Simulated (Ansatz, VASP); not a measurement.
## Si3Br in VASP and in Ansatz

```
CELL_PARAMETERS angstrom
-1.83475 1.83475 6.22384
1.83475 -1.83475 6.22384
1.83475 1.83475 -6.22384
ATOMIC_POSITIONS crystal
Si 0.50000 0.50000 0.00000
Si 0.75000 0.25000 0.50000
Si 0.25000 0.75000 0.50000
Br 0.00000 0.00000 0.00000
```

Change from the starting cell: species swapped into the Al3V type (I4/mmm, No. 139).

Alike in both runs: functional PBE; k mesh 16 × 16 × 16; occupations gaussian, width 0.1 eV; no spin polarisation.

Ansatz relaxed the structure, and its values are those at the end. VASP's run is a single point on that final structure, the one shown.

```csv
,VASP,Ansatz
version,VASP 6.6.1,Ansatz 0.2.0
potentials or method,"VASP PAW PBE potentials, release 64 (Si, Br), cutoff 520 eV","scalar-relativistic, plane waves, PAW"
valence electrons in the cell,19,19
```

|  | VASP | Ansatz | Ansatz less VASP |
| --- | --- | --- | --- |
| gap on the k mesh at the Fermi level (eV) | none | none | - |
| pressure (GPa) | 0.0 | 0.0 | 0.00 |

A gap of «none» marks a metal or a gap that the smearing closes.
